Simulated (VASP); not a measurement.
# AlCo (Pm-3m) in VASP: further runs

Runs on AlCo. Level: r2SCAN. Tasks: single point, relaxation of cell and atoms.

All numbers are computed with VASP 6.6.1; they aren't measurements. Logs are shortened: lines on timing, memory, paths and dates and some standing lists are left out, and cuts for length are marked.

## Step 1: The cell of the first run

Symmetry: Pm-3m, No. 221, cubic system. Conventional cell: a = 2.824 Å, b = 2.824 Å, c = 2.824 Å, α = 90.00°, β = 90.00°, γ = 90.00°. Al (site symmetry m-3m) has 8 Co at 2.45 Å and 6 Al at 2.82 Å within 3.2 Å. Within 3.2 Å of Co (site symmetry m-3m) lie 8 Al at 2.45 Å and 6 Co at 2.82 Å.

## Step 2: Single point, r2SCAN

POSCAR reads:

```
AlCo
1.0
    2.8238158334      0.0000000000      0.0000000000
    0.0000000000      2.8238158334      0.0000000000
    0.0000000000      0.0000000000      2.8238158334
Al Co
1 1
Direct
    0.0000000000      0.0000000000      0.0000000000
    0.5000000000      0.5000000000      0.5000000000
```

INCAR.step1 reads:

```
SYSTEM = AlCo
ALGO     = Normal         ! electronic algorithm
EDIFF    = 1E-4           ! SCF threshold, eV
ENCUT    = 520            ! plane-wave cutoff, eV
GGA      = PE             ! functional
ISMEAR   = -1             ! smearing method
LASPH    = .TRUE.         ! aspherical terms in the spheres
LCHARG   = .FALSE.        ! write CHGCAR
LREAL    = .FALSE.        ! projectors in reciprocal space
LWAVE    = .TRUE.         ! write WAVECAR
NBANDS   = 13             ! bands
NELM     = 80             ! most SCF steps
PREC     = Accurate       ! precision mode
SIGMA    = 0.1            ! smearing width, eV
```

INCAR.step2 reads:

```
SYSTEM = AlCo
ALGO     = Normal         ! electronic algorithm
EDIFF    = 1E-6           ! SCF threshold, eV
ENCUT    = 520            ! plane-wave cutoff, eV
ISIF     = 2              ! what is computed and relaxed
ISMEAR   = -1             ! smearing method
ISTART   = 1            
LASPH    = .TRUE.         ! aspherical terms in the spheres
LCHARG   = .FALSE.        ! write CHGCAR
LMIXTAU  = .TRUE.       
LREAL    = .FALSE.        ! projectors in reciprocal space
LWAVE    = .FALSE.        ! write WAVECAR
METAGGA  = R2SCAN         ! meta-GGA
NBANDS   = 13             ! bands
NELM     = 80             ! most SCF steps
PREC     = Accurate       ! precision mode
SIGMA    = 0.1            ! smearing width, eV
```

KPOINTS reads:

```
k-points
0
G
  14 14 14
  0 0 0
```

Potentials or basis: VASP PAW PBE potentials, release 64 (Al, Co).

Started as:

```sh
$ cat potpaw_PBE.64/Al/POTCAR potpaw_PBE.64/Co/POTCAR > POTCAR
$ cp INCAR.step1 INCAR
$ mpirun -np 1 vasp_std > vasp.out
$ cp INCAR.step2 INCAR
$ mpirun -np 1 vasp_std > vasp.out
```

OUTCAR:

```text
SYSTEM = AlCo
   EDIFF = 1E-6
   ENCUT = 520
   ISIF = 2
   ISMEAR = -1
   ISTART = 1
   LASPH = .TRUE.
   LREAL = .FALSE.
   METAGGA = R2SCAN
   NELM = 80
   PREC = Accurate

 ion  position               nearest neighbor table
   1  0.000  0.000  0.000-   2 2.45   2 2.45   2 2.45   2 2.45   2 2.45   2 2.45   2 2.45   2 2.45

   2  0.500  0.500  0.500-   1 2.45   1 2.45   1 2.45   1 2.45   1 2.45   1 2.45   1 2.45   1 2.45

  LATTYP: Found a simple cubic cell.
 ALAT       =     2.8238158334

  Lattice vectors:

 A1 = (   2.8238158334,   0.0000000000,   0.0000000000)
 A2 = (   0.0000000000,   2.8238158334,   0.0000000000)
 A3 = (   0.0000000000,   0.0000000000,   2.8238158334)

Analysis of symmetry for initial positions (statically):
=====================================================================
 Subroutine PRICEL returns:
 Original cell was already a primitive cell.

 Routine SETGRP: Setting up the symmetry group for a
 simple cubic supercell.

 Subroutine GETGRP returns: Found 48 space group operations
 (whereof 48 operations were pure point group operations)
 out of a pool of 48 trial point group operations.

The static configuration has the point symmetry O_h .

Analysis of symmetry for dynamics (positions and initial velocities):
=====================================================================
 Subroutine PRICEL returns:
 Original cell was already a primitive cell.

 Routine SETGRP: Setting up the symmetry group for a
 simple cubic supercell.

 Subroutine GETGRP returns: Found 48 space group operations
 (whereof 48 operations were pure point group operations)
 out of a pool of 48 trial point group operations.

The dynamic configuration has the point symmetry O_h .

 Subroutine INISYM returns: Found 48 space group operations
 (whereof 48 operations are pure point group operations),
 and found     1 'primitive' translations

----------------------------------------------------------------------------------------

                                     Primitive cell

  volume of cell :      22.5169

  direct lattice vectors                    reciprocal lattice vectors
     2.823815833  0.000000000  0.000000000     0.354130743  0.000000000  0.000000000
     0.000000000  2.823815833  0.000000000     0.000000000  0.354130743  0.000000000
     0.000000000  0.000000000  2.823815833     0.000000000  0.000000000  0.354130743

  length of vectors
     2.823815833  2.823815833  2.823815833     0.354130743  0.354130743  0.354130743

  position of ions in fractional coordinates (direct lattice)
     0.000000000  0.000000000  0.000000000
     0.500000000  0.500000000  0.500000000

  ion indices of the primitive-cell ions
   primitive index   ion index
                 1           1
                 2           2

----------------------------------------------------------------------------------------

 KPOINTS: k-points

Automatic generation of k-mesh.
 Grid dimensions read from file:
 generate k-points for:   14   14   14

 Generating k-lattice:

  Cartesian coordinates                     Fractional coordinates (reciprocal lattice)
     0.025295053  0.000000000  0.000000000     0.071428571  0.000000000  0.000000000
     0.000000000  0.025295053  0.000000000     0.000000000  0.071428571  0.000000000
     0.000000000  0.000000000  0.025295053     0.000000000  0.000000000  0.071428571

  Length of vectors
     0.025295053  0.025295053  0.025295053

  Shift w.r.t. Gamma in fractional coordinates (k-lattice)
     0.000000000  0.000000000  0.000000000

 Subroutine IBZKPT returns following result:
 ===========================================

 Found    120 irreducible k-points:

 Following reciprocal coordinates:
            Coordinates               Weight
  0.000000  0.000000  0.000000      1.000000
  0.071429  0.000000  0.000000      6.000000
  0.142857  0.000000  0.000000      6.000000
  0.214286  0.000000  0.000000      6.000000
  0.285714  0.000000  0.000000      6.000000
  0.357143  0.000000  0.000000      6.000000
[... 16 lines left out ...]
  0.285714  0.214286  0.000000     24.000000
  0.357143  0.214286  0.000000     24.000000
 [... further k-points ...]
   k-points           NKPTS =    120   k-points in BZ     NKDIM =    120   number of bands    NBANDS=     13
   number of dos      NEDOS =    301   number of ions     NIONS =      2
   total plane-waves  NPLWV =  13824
   dimension x,y,z NGX =    24 NGY =   24 NGZ =   24
   dimension x,y,z NGXF=    48 NGYF=   48 NGZF=   48
   ions per type =               1   1
   NGX,Y,Z   is equivalent  to a cutoff of  14.13, 14.13, 14.13 a.u.
   NGXF,Y,Z  is equivalent  to a cutoff of  28.26, 28.26, 28.26 a.u.
 SYSTEM =  AlCo
   PREC   = accura    normal or accurate (medium, high low for compatibility)
   ISTART =      1    job   : 0-new  1-cont  2-samecut
   ICHARG =      0    charge: 1-file 2-atom 10-const
   ISPIN  =      1    spin polarized calculation?
   LNONCOLLINEAR =      F non collinear calculations
   LSORBIT =      F    spin-orbit coupling
   LASPH  =      T    aspherical Exc in radial PAW
   ENCUT  =  520.0 eV  38.22 Ry    6.18 a.u.   5.25  5.25  5.25*2*pi/ulx,y,z
   NELM   =     80;   NELMIN=  2; NELMDL=  0     # of ELM steps
   EDIFF  = 0.1E-05   stopping-criterion for ELM
   LREAL  =      F    real-space projection
   EDIFFG = 0.1E-04   stopping-criterion for IOM
   NSW    =      0    number of steps for IOM
   IBRION =     -1    ionic relax: 0-MD 1-quasi-New 2-CG
   NFREE  =      0    steps in history (QN), initial steepest desc. (CG)
   ISIF   =      2    stress and relaxation
   ISYM   =      2    0-nonsym 1-usesym 2-fastsym
   POTIM  = 0.5000    time-step for ionic-motion
   TEBEG  =    0.0;   TEEND  =   0.0 temperature during run
   PSTRESS=    0.0 pullay stress
   NELECT =      12.0000    total number of electrons
   NUPDOWN=      -1.0000    fix difference up-down
   EMIN   =  10.00;   EMAX   =-10.00  energy-range for DOS
   EFERMI =   0.00;   METHOD = LEGACY
   ISMEAR =    -1;   SIGMA  =   0.10  broadening in eV -4-tet -1-fermi 0-gaus
   EFERMI_NEDOS =   21; number of points for ismear=-14 and -15
   IALGO  =     38    algorithm
   IMIX   =      4    mixing-type and parameters
     AMIX     =   0.40;   BMIX     =  1.00
     AMIX_MAG =   1.60;   BMIX_MAG =  1.00
  volume/ion in A,a.u.               =      11.26        75.98
  Fermi-wavevector in a.u.,A,eV,Ry     =   1.327289  2.508213 23.969336  1.761696
  Thomas-Fermi vector in A             =   2.456613
   LORBIT       =      0    0 simple, 1 ext, 2 COOP (PROOUT), +10 PAW based schemes
   METAGGA = R2SCAN    functional components
   LHFCALC =     F    Hartree Fock is set to
   AEXX    =    0.0000 exact exchange contribution
   IVDW    =     0    specifies the selected vdW correction
   LEPSILON=     F    determine dielectric tensor
   LRPA    =     F    only Hartree local field effects (RPA)
 non-spin polarized calculation
  energy-cutoff  :      520.00
  volume of cell :       22.52
 maximum number of plane-waves:       624
 NGX is ok and might be reduce to    24
   NGX = 11   NGY = 11   NGZ = 11

 number of electron      11.9999996 magnetization

 Free energy of the ion-electron system (eV)
  ---------------------------------------------------
  ext. energy  EPLUGINS =         0.00000000
  ---------------------------------------------------
  free energy    TOTEN  =       -21.09081762 eV

  energy without entropy =      -21.06645065  energy(sigma->0) =      -21.07863414

 E-fermi :  10.8543     XC(G=0): -13.4028

 val. band max:       10.8474444374   @ k =   0.5000   0.4286   0.1429
 cond. band min:      10.8627463342   @ k =   0.4286   0.4286   0.0000
 fundamental gap:      0.0153018968
 Fermi energy:        10.8543096910

 k-point     1 :       0.0000    0.0000    0.0000
  band No.  band energies     occupation
      1      -1.0365      2.00000
      2       7.6872      2.00000
      3       7.6872      2.00000
      4       9.7670      1.99996
      5       9.7670      1.99996
      6       9.7670      1.99996
      7      17.3416      0.00000
      8      17.3416      0.00000
      9      17.3416      0.00000
     10      19.9886      0.00000
     11      19.9886      0.00000
     12      27.8866      0.00000
     13      33.9118      0.00000

 k-point     2 :       0.0714    0.0000    0.0000
  band No.  band energies     occupation
      1      -0.9326      2.00000
      2       7.6740      2.00000
      3       7.7178      2.00000
      4       9.7126      1.99998
      5       9.7126      1.99998
      6       9.7728      1.99996
      7      16.3114      0.00000
      8      17.4840      0.00000
      9      17.4840      0.00000
     10      19.9755      0.00000
     11      20.9662      0.00000
     12      28.2015      0.00000
     13      32.7597      0.00000

 k-point     3 :       0.1429    0.0000    0.0000
  band No.  band energies     occupation
      1      -0.6228      2.00000
      2       7.6038      2.00000
      3       7.8049      2.00000
      4       9.5664      1.99999
      5       9.5664      1.99999
      6       9.7890      1.99995
      7      14.6637      0.00000
      8      17.8947      0.00000
      9      17.8947      0.00000
     10      19.9367      0.00000
     11      22.4400      0.00000
     12      29.1804      0.00000
     13      30.9454      0.00000
[... 305 lines left out ...]
 k-point    23 :       0.2857    0.2143    0.0000
  band No.  band energies     occupation
      1       1.4522      2.00000
      2       7.2298      2.00000
      3       7.9098      2.00000
      4       8.8731      2.00000
      5       9.2277      2.00000
      6       9.4835      2.00000
      7      12.3881      0.00000
      8      15.0271      0.00000
      9      20.4787      0.00000
     10      20.7869      0.00000
     11      24.1075      0.00000
     12      28.0267      0.00000
     13      28.3861      0.00000

 k-point    24 :       0.3571    0.2143    0.0000
  band No.  band energies     occupation
      1       2.2864      2.00000
      2       6.4502      2.00000
      3       8.1300      2.00000
      4       8.8034      2.00000
      5       9.0697      2.00000
      6       9.5093      2.00000
      7      11.6278      0.00087
      8      15.6570      0.00000
      9      19.7604      0.00000
     10      21.4278      0.00000
     11      23.9614      0.00000
     12      26.4722      0.00000
     13      28.8360      0.00000

 [... further k-points ...]
[... 5 lines left out ...]
  --------------------------------------------------------------------------------------
  -------------------------------------------------------------------------------------
  Total       -0.0271804     -0.0271804     -0.0271804      0.0000000      0.0000000     -0.0000000
  in kB       -1.9340004     -1.9340004     -1.9340004      0.0000000      0.0000000     -0.0000000
  external PRESSURE =      -1.9340004 kB  Pullay stress =       0.0000000 kB

 VOLUME and BASIS-vectors are now :
 -----------------------------------------------------------------------------
  energy-cutoff  :      520.00
  volume of cell :       22.52
      direct lattice vectors                 reciprocal lattice vectors
     2.823815833  0.000000000  0.000000000     0.354130743  0.000000000  0.000000000
     0.000000000  2.823815833  0.000000000     0.000000000  0.354130743  0.000000000
     0.000000000  0.000000000  2.823815833     0.000000000  0.000000000  0.354130743

 POSITION                                       TOTAL-FORCE (eV/Angst)
 -----------------------------------------------------------------------------------
      0.00000      0.00000      0.00000         0.000000      0.000000      0.000000
      1.41191      1.41191      1.41191         0.000000      0.000000      0.000000
 -----------------------------------------------------------------------------------
    total drift:                                0.000000     -0.000000     -0.000000

  FREE ENERGIE OF THE ION-ELECTRON SYSTEM (eV)
  ---------------------------------------------------
  free  energy   TOTEN  =       -21.0908176181 eV

  energy  without entropy=      -21.0664506547  energy(sigma->0) =      -21.07863414
```

Run time: 76 s. Hardware: 1 thread of Intel Xeon 6975P-C, shared host; peak memory 0.17 GiB.

Results:

```yaml
Free_energy: -21.0908 eV
Pressure: -0.2 GPa
Band_gap_on_the_k_mesh: zero (band 6 reaches 13.23 eV, above the bottom of band 7 at 10.69 eV)
```

Caveat: the PAW data sets were made with another functional, which shifts forces and pressure a little. Spin polarisation is off, so any magnetic state and its effect on volume and gap are missing.

## Step 3: Relaxation of cell and atoms, r2SCAN

This run uses another cell than the first one, of 11.21 Å³/atom, 0.995 times its volume.

POSCAR reads:

```
AlCo
1.0
    2.8194032100      0.0000000000      0.0000000000
    0.0000000000      2.8194032100      0.0000000000
    0.0000000000      0.0000000000      2.8194032100
Al Co
1 1
Direct
    0.0000000000      0.0000000000      0.0000000000
    0.5000000000      0.5000000000      0.5000000000
```

INCAR.step1 reads:

```
ALGO = Normal ; EDIFF = 1E-4
ENCUT = 600 ; GGA = PE
ISMEAR = -1 ; LASPH = T
LCHARG = F ; LREAL = F
LWAVE = T ; NELM = 100
PREC = Accurate ; SIGMA = 0.1
```

INCAR.step2 reads:

```
ALGO = Normal ; EDIFF = 1E-6
EDIFFG = -0.002 ; ENCUT = 600
IBRION = 2 ; ISIF = 3
ISMEAR = -1 ; ISTART = 1
LASPH = T ; LCHARG = F
LMIXTAU = T ; LREAL = F
LWAVE = F ; METAGGA = R2SCAN
NELM = 100 ; NSW = 100
PREC = Accurate ; SIGMA = 0.1
```

KPOINTS reads:

```
k-points
0
Gamma
  14 14 14
```

Potentials or basis: VASP PAW PBE potentials, release 64 (Al, Co).

Started as:

```sh
$ cat potpaw_PBE.64/Al/POTCAR potpaw_PBE.64/Co/POTCAR > POTCAR
$ cp INCAR.step1 INCAR
$ mpirun -np 1 vasp_std > vasp.out
$ cp INCAR.step2 INCAR
$ mpirun -np 1 vasp_std > vasp.out
```

Wall time 2.3 min (1 thread of Intel Xeon 6975P-C, shared host); peak memory 0.18 GiB.

The run converged. Its results:

| Property | Result |
| --- | --- |
| Free energy | -21.0912 eV |
| Relaxed volume | 11.23 Å³/atom |
| Relaxed cell | a = 2.822 Å, b = 2.822 Å, c = 2.822 Å, α = 90.00°, β = 90.00°, γ = 90.00° |
| Space group after relaxing (to 0.05 Å) | Pm-3m (No. 221) |
| Energy gained by relaxing | 0.1 meV/atom |
| Ionic steps | 4 |
| Pressure after relaxing | 0.0 GPa |
| Band gap on the k mesh | zero (band 6 reaches 13.26 eV, above the bottom of band 7 at 10.73 eV) |

The path:
```
step  energy change (eV)  largest force (eV/Å)  pressure (GPa)  volume (Å³)
   1              0.0000                0.0000            0.65        22.41
   2              0.0001                0.0000           -0.54        22.56
   3             -0.0001                0.0000           -0.07        22.47
   4             -0.0001                0.0000           -0.01        22.46
```

Final structure:
```cif
data_structure
_symmetry_space_group_name_H-M 'P 1'
_symmetry_Int_Tables_number 1
_cell_length_a 2.8216
_cell_length_b 2.8216
_cell_length_c 2.8216
_cell_angle_alpha 90.000
_cell_angle_beta 90.000
_cell_angle_gamma 90.000
_cell_volume 22.46
loop_
_atom_site_label
_atom_site_type_symbol
_atom_site_fract_x
_atom_site_fract_y
_atom_site_fract_z
_atom_site_occupancy
Al1 Al 0.00000 0.00000 0.00000 1
Co1 Co 0.50000 0.50000 0.50000 1
```

Levels at points of the mesh, in eV from the Fermi level:
| k point | band 2 | band 3 | band 4 | band 5 | band 6 | band 7 | band 8 | band 9 | band 10 |
| --- | --- | --- | --- | --- | --- | --- | --- | --- | --- |
| (0.00, 0.00, 0.00) | -3.18 | -3.18 | -1.09 | -1.09 | -1.09 | 6.50 | 6.50 | 6.50 | 9.14 |
| (0.50, 0.00, 0.00) | -7.20 | -2.50 | -2.01 | -2.01 | -0.97 | 0.29 | 8.78 | 11.30 | 11.30 |
| (0.50, 0.50, 0.00) | -3.29 | -3.00 | -3.00 | -1.81 | -1.81 | -0.16 | 2.65 | 3.78 | 14.12 |
| (0.50, 0.50, 0.50) | -4.40 | -4.40 | -0.12 | -0.12 | 2.38 | 2.38 | 2.38 | 5.17 | 5.61 |

Caveat: the PAW data sets were made with another functional, which shifts forces and pressure a little. Spin polarisation is off, so any magnetic state and its effect on volume and gap are missing.
